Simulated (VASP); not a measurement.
## Se: single point with PBE

Se:

```
CELL_PARAMETERS angstrom
1.92500 1.11140 0.88167
-1.92500 1.11140 0.88167
0.00000 -2.22280 0.88167
ATOMIC_POSITIONS crystal
Se 0.00000 0.00000 0.00000
```

* Program: VASP 6.6.1
* Task: single point
* Functional: PBE
* Potentials or basis: VASP PAW PBE potentials, release 64 (Se)
* Cutoff: 520 eV
* k mesh: 7 × 7 × 7
* Occupations: methfessel-paxton, width 0.1 eV
* Spin: no spin polarisation

```yaml
Pressure: 162.4 GPa
Band_gap_on_the_k_mesh: zero (band 3 reaches 22.67 eV, above the bottom of band 4 at 8.72 eV)
```

Stress tensor (GPa, compression positive):
```
171.78   0.00   0.00
  0.00 171.78   0.00
  0.00   0.00 143.58
```

Levels at points of the mesh, in eV from the Fermi level:
```
           k point  band 1  band 2  band 3  band 4  band 5  band 6
(0.00, 0.00, 0.00)  -23.26    5.92    8.19    8.19   12.79   12.79
```

It took 2.3 s on 1 thread of Intel(R) Xeon(R) 6975P-C (Granite Rapids), with other jobs on the host, peak memory 0.11 GiB.

Caveat: the k points lie up to 0.43 Å⁻¹ apart.
